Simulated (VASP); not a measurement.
Crystal: MgO.

```xyz
2
Lattice="2.9380 0.0000 0.0000 -1.4690 2.5444 0.0000 0.0000 0.0000 2.6797" Properties=species:S:1:pos:R:3 pbc="T T T"
Mg    0.0000    0.0000    0.0000
O     0.0000    1.6963    1.3398
```

Base run:

- Program: VASP 6.6.1
- Functional: RPBE
- Potentials or basis: VASP PAW PBE potentials, release 64 (Mg_sv, O)
- Cutoff: 840 eV
- k mesh: 6 × 6 × 6
- Occupations: gaussian, width 0.1 eV
- Spin: no spin polarisation

Its results: band gap on the k mesh 3.12 eV (least direct gap 3.51 eV); pressure 4.2 GPa.

Task: The run is repeated on the same cell with these changes: functional from RPBE to PBE; dispersion from none to D3(BJ). What comes out?

Result: Band gap on the k mesh 3.01 eV (least direct gap 3.41 eV); pressure -4.5 GPa.

Several settings changed at once.

Caveats: the cell stands under pressure (at least some runs); the PAW data sets were made with another functional, which shifts forces and pressure a little (at least some runs); three body term missing (at least some runs); the cell stands under tension (at least some runs).

A k mesh can miss the band edges.
